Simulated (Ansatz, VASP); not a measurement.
One calculation of Mo, two programs

```xyz
1
Lattice="2.7239 0.0000 0.0000 -1.3619 2.3589 0.0000 0.0000 0.0000 2.5604" Properties=species:S:1:pos:R:3 pbc="T T T"
Mo    0.0000    0.0000    0.0000
```

Alike in both runs: task relaxation of cell and atoms; functional PBE; k mesh 18 × 18 × 16; occupations fermi-dirac, width 0.08 eV; no spin polarisation.

|  | VASP | Ansatz |
| --- | --- | --- |
| version | VASP 6.6.1 | Ansatz 0.2.0 |
| potentials or method | VASP PAW PBE potentials, release 64 (Mo_sv) | PAW with Ansatz's default frozen-core files, scalar-relativistic |
| plane-wave cutoff (eV) | 600 | 420 |
| valence electrons in the cell | 14 | 14 |

Ansatz gave:

| Item | Value |
| --- | --- |
| relaxed volume (Å³/atom) | 16.80 |
| relaxed length of the cell vector where the two differ most in proportion (Å) | 2.524 |

Problem. Which values does VASP return?

Solution. Relaxed volume (Å³/atom): 16.83; relaxed length of the cell vector where the two differ most in proportion (Å): 2.528.
